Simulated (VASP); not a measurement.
## ScAlTlAs3: single point with PBE

Crystal: ScAlTlAs3.

```
Sc Al Tl As
1.0
     6.59941    0.00000    0.00000
    -3.29971    5.71526    0.00000
     0.00000    0.00000    3.73093
Sc Al Tl As
1 1 1 3
Direct
  0.33333 0.66667 0.00000
  0.00000 0.00000 0.00000
  0.66667 0.33333 0.00000
  0.68018 0.84009 0.50000
  0.15991 0.84009 0.50000
  0.15991 0.31982 0.50000
```

| Item | Value |
| --- | --- |
| Program | VASP 6.6.1 |
| Task | single point |
| Functional | PBE |
| Potentials or basis | VASP PAW PBE potentials, release 64 (Sc_sv, Al, Tl_d, As) |
| Cutoff | 520 eV |
| k mesh | 3 × 3 × 6 |
| Occupations | gaussian, width 0.1 eV |
| Spin | no spin polarisation |

The pressure is 0.1 GPa, the largest force is 0.036 eV/Å and the band gap on the k mesh is zero (band 21 reaches 5.32 eV, above the bottom of band 22 at 4.72 eV).

Forces on the atoms (eV/Å):
```
Sc   0.000  0.000  0.000
Al   0.000  0.000  0.000
Tl   0.000  0.000  0.000
As   0.031  0.018  0.000
As  -0.031  0.018  0.000
As   0.000 -0.036  0.000
```

Stress tensor (GPa, compression positive):
```
0.12 0.00 0.00
0.00 0.12 0.00
0.00 0.00 0.04
```

Levels at points of the mesh, in eV from the Fermi level:
```
           k point  band 19  band 20  band 21  band 22  band 23  band 24
(0.00, 0.00, 0.00)    -0.87     0.24     0.24     0.69     1.22     1.23
(0.00, 0.00, 0.50)    -2.93    -0.19     0.07     0.11     0.11     0.93
```

Run time: 40 s on 1 thread of AMD EPYC 9R45 96-Core Processor (Zen 5), on a shared host, peak memory 0.25 GiB.

Caveat: the k points lie up to 0.37 Å⁻¹ apart; spin-orbit coupling is left out, which moves the levels of the heavy elements.
